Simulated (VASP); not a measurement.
Runs of VASP 6.6.1 on Tc. The structure is that of space group P6_3/mmc (No. 194), or close to it. The cells are those of the table. 

```csv
cell,gap on the mesh (eV),pressure (GPa)
"a = 2.685, b = 2.685, c = 4.398 Å, angles 90.0, 90.0, 120.0°, 2 atoms",none,1.3
"a = 2.731, b = 2.731, c = 4.383 Å, angles 90.0, 90.0, 120.0°, 2 atoms",none,-8.7
"a = 2.740, b = 2.740, c = 4.398 Å, angles 90.0, 90.0, 120.0°, 2 atoms",none,-11.6
"a = 2.703, b = 2.703, c = 4.339 Å, angles 90.0, 90.0, 120.0°, 2 atoms",none,1.4
"a = 2.740, b = 2.740, c = 4.310 Å, angles 90.0, 90.0, 120.0°, 2 atoms",none,-5.3
"a = 2.685, b = 2.685, c = 4.309 Å, angles 90.0, 90.0, 120.0°, 2 atoms",none,(a)
"a = 2.713, b = 2.713, c = 4.398 Å, angles 90.0, 90.0, 120.0°, 2 atoms",none,-5.5
"a = 2.722, b = 2.722, c = 4.368 Å, angles 90.0, 90.0, 120.0°, 2 atoms",none,-5.5
"a = 2.749, b = 2.749, c = 4.413 Å, angles 90.0, 90.0, 120.0°, 2 atoms",none,-14.5
"a = 2.684, b = 2.684, c = 4.308 Å, angles 90.0, 90.0, 120.0°, 2 atoms",none,9.1
"a = 2.740, b = 2.740, c = 4.354 Å, angles 90.0, 90.0, 120.0°, 2 atoms",none,(b)
"a = 2.740, b = 2.740, c = 4.442 Å, angles 90.0, 90.0, 120.0°, 2 atoms",none,-14.4
```

Alike in all rows: task single point; level LDA; potentials or basis VASP PAW LDA potentials, release 64 (Tc_pv); no spin polarisation; k mesh 17 × 17 × 9; cutoff (eV) 520; smearing fermi-dirac 0.08 eV.

Problem. Fill in the values left out.

Solution. (a) 8.9; (b) -8.6.

Caveats: the cell stands under tension (at least some runs); the cell stands under pressure (at least some runs); the stress differs along the axes, from -5 to 5 GPa (at least some runs); the stress differs along the axes, from -7 to -2 GPa (at least some runs); the stress differs along the axes, from -9 to -4 GPa (at least some runs).

A k mesh can miss the band edges, and the runs leave out spin-orbit coupling on Tc.

A gap of «none» marks levels without a gap at the run's occupations.
